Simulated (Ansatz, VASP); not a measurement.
**One calculation of SnGe2, two programs**

INCAR

```
SYSTEM = SnGe2
PREC = Accurate ; ENCUT = 520
EDIFF = 1E-6 ; ISMEAR = 0
SIGMA = 0.1 ; LREAL = .FALSE.
LASPH = .TRUE. ; NELM = 60
ALGO = Normal ; ISIF = 2
LWAVE = .FALSE. ; LCHARG = .FALSE.
GGA = PE ; NBANDS = 51
```

KPOINTS

```
regular mesh
0
G
  12 12 4
  0 0 0
```

Contents of POSCAR:

```
SnGe2
1.0
    4.2927116019      0.0000000000      0.0000000000
   -2.1463558009      3.7175972984      0.0000000000
    0.0000000000      0.0000000000     10.5483878000
Sn Ge
2 4
Direct
    0.6666666667      0.3333333333      0.2080510000
    0.3333333333      0.6666666667      0.7919490000
    0.3333333333      0.6666666667      0.5364030000
    0.0000000000      0.0000000000      0.8820990000
    0.6666666667      0.3333333333      0.4635970000
    0.0000000000      0.0000000000      0.1179010000
```

Input for Ansatz:

```yaml
crystal:
  lattice:
    - [4.2927116019, 0.0, 0.0]
    - [-2.1463558009, 3.7175972984, 0.0]
    - [0.0, 0.0, 10.5483878]
  atoms:
    - { symbol: Sn, position: [0.6666666667, 0.3333333333, 0.208051] }
    - { symbol: Sn, position: [0.3333333333, 0.6666666667, 0.791949] }
    - { symbol: Ge, position: [0.3333333333, 0.6666666667, 0.536403] }
    - { symbol: Ge, position: [0.0, 0.0, 0.882099] }
    - { symbol: Ge, position: [0.6666666667, 0.3333333333, 0.463597] }
    - { symbol: Ge, position: [0.0, 0.0, 0.117901] }
basis:
  ecutwfc: 420
kpoints:
  mp_grid: { grid: [12, 12, 4] }
  band_path:
    path:
      - [[0.0, 0.0, 0.0], [0.5, 0.0, 0.0], [0.33333333, 0.33333333, 0.0], [0.0, 0.0, 0.0], [0.0, 0.0, 0.5], [0.5, 0.0, 0.5], [0.33333333, 0.33333333, 0.5], [0.0, 0.0, 0.5]]
      - [[0.5, 0.0, 0.5], [0.5, 0.0, 0.0]]
      - [[0.33333333, 0.33333333, 0.5], [0.33333333, 0.33333333, 0.0]]
    npoints: 14
hamiltonian:
  xc: pbe
scf:
  occupations: { method: gaussian, width: 0.1 }
  n_extra_bands: 15
output:
  forces: true
  stress: true
  eigenvalues: true
  populations: true
  dos: { projected: true, de: 0.02, nscf_kmesh: { grid: [15, 15, 5] } }
  bader: true
  write_density: true
  write_potential: true
  elf: true
  volumetric_format: npy
```

Alike in both runs: task single point; functional PBE; k mesh 12 × 12 × 4; occupations gaussian, width 0.1 eV; no spin polarisation.

|  | VASP | Ansatz |
| --- | --- | --- |
| version | VASP 6.6.1 | Ansatz 0.2.0 |
| potentials or method | VASP PAW PBE potentials, release 64 (Sn_d, Ge_d), cutoff 520 eV | scalar-relativistic, plane waves, PAW |
| valence electrons in the cell | 84 | 84 |

VASP gave:

| Item | Value |
| --- | --- |
| gap on the k mesh at the Fermi level (eV) | none |
| pressure (GPa) | 0.0 |
| rms of the force components (eV/Å) | 0.005 |

**Question.** Which values does Ansatz return?

**Answer.** gap on the k mesh at the Fermi level (eV): none; pressure (GPa): 0.0; rms of the force components (eV/Å): 0.004.

Atom by atom the forces differ by 0.001 eV/Å (rms over components). A gap of «none» marks a metal or a gap that the smearing closes.
